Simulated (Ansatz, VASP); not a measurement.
## Two plane-wave programs on BCl3

```
B Cl
1.0
    14.00000    0.00000    0.00000
     0.00000   14.50000    0.00000
     0.00000    0.00000   15.00000
B Cl
1 3
Direct
  0.46959 0.49992 0.49990
  0.59433 0.49966 0.49926
  0.40748 0.60437 0.50102
  0.40696 0.39575 0.49942
```

Alike in both runs: functional PBE; dispersion D3(BJ); k mesh 1 × 1 × 1; occupations gaussian, width 0.005 eV; no spin polarisation.

Ansatz relaxed the structure, and its values are those at the end. VASP's run is a single point on that final structure, the one shown.

|  | VASP | Ansatz |
| --- | --- | --- |
| version | VASP 6.6.1 | Ansatz 0.2.0 |
| potentials or method | VASP PAW PBE potentials, release 64 (B, Cl), cutoff 520 eV | scalar-relativistic, plane waves, PAW |
| valence electrons in the cell | 24 | 24 |

Ansatz gave:

```
gap on the k mesh at the Fermi level (eV) : 4.94
rms of the force components (eV/Å)        : 0.001
```

Q: Estimate VASP's values.

A: gap on the k mesh at the Fermi level (eV): 4.98; rms of the force components (eV/Å): 0.036.
